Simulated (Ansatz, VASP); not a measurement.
NiO in VASP and in Ansatz

```
CELL_PARAMETERS angstrom
0.00000 2.06672 2.06672
2.06672 0.00000 2.06672
2.06672 2.06672 0.00000
ATOMIC_POSITIONS crystal
Ni 0.00000 0.00000 0.00000
O 0.50000 0.50000 0.50000
```

Change from the starting cell: volume scaled by 0.96, ions relaxed.

Alike in both runs: functional PBE; k mesh 19 × 19 × 19; occupations fermi-dirac, width 0.05 eV; collinear spin.

Ansatz relaxed the structure, and its values are those at the end. VASP's run is a single point on that final structure, the one shown.

```csv
,VASP,Ansatz
version,VASP 6.6.1,Ansatz 0.2.0
potentials or method,"VASP PAW PBE potentials, release 64 (Ni, O)","plane-wave PAW, scalar-relativistic"
plane-wave cutoff (eV),520,420
valence electrons in the cell,16,24
```

Ansatz gave:

```
pressure (GPa)                                                : 11.1
net moment per atom (μB)                                      : 0.82
size of the moment on the site where the two differ most (μB) : 0.25
```

Task: Which values does VASP return?

Result: Pressure (GPa): 10.7; net moment per atom (μB): 0.80; size of the moment on the site where the two differ most (μB): 0.23.

Site moments also hang on the region over which each program counts them. VASP's potentials hold 16 valence electrons a cell and Ansatz's 24, so a difference there can come from the potentials and not from the codes. Ansatz's warnings: stress scf threshold loose.
